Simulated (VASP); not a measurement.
Here is a VASP 6.6.1 calculation.

File INCAR:

```
SYSTEM = Pb
ALGO = Normal
EDIFF = 1E-8
ENCUT = 520
GGA = PS
IBRION = 8
ISIF = 2
ISMEAR = -1
LASPH = .True.
LCHARG = .False.
LREAL = .False.
LWAVE = .False.
NELM = 100
NSW = 1
PREC = Accurate
SIGMA = 0.1
```

The input KPOINTS:

```
k-points
0
Gamma
  12 12 6
  0 0 0
```

The input POSCAR:

```
Pb
1.0
    3.4901354501      0.0000000000      0.0000000000
   -1.7450677251      3.0225459625      0.0000000000
    0.0000000000      0.0000000000      5.7431005739
Pb
2
Direct
    0.3333333333      0.6666666667      0.2500000000
    0.6666666667      0.3333333333      0.7500000000
```

Potentials or basis: VASP PAW PBE potentials, release 64 (Pb_d).

The run is started by

```bash
$ cat potpaw_PBE.64/Pb_d/POTCAR > POTCAR
$ mpirun -np 1 vasp_std > vasp.out
```

(1) What does it give for the highest phonon frequency at Γ?

Results:

(1) 72 cm⁻¹.
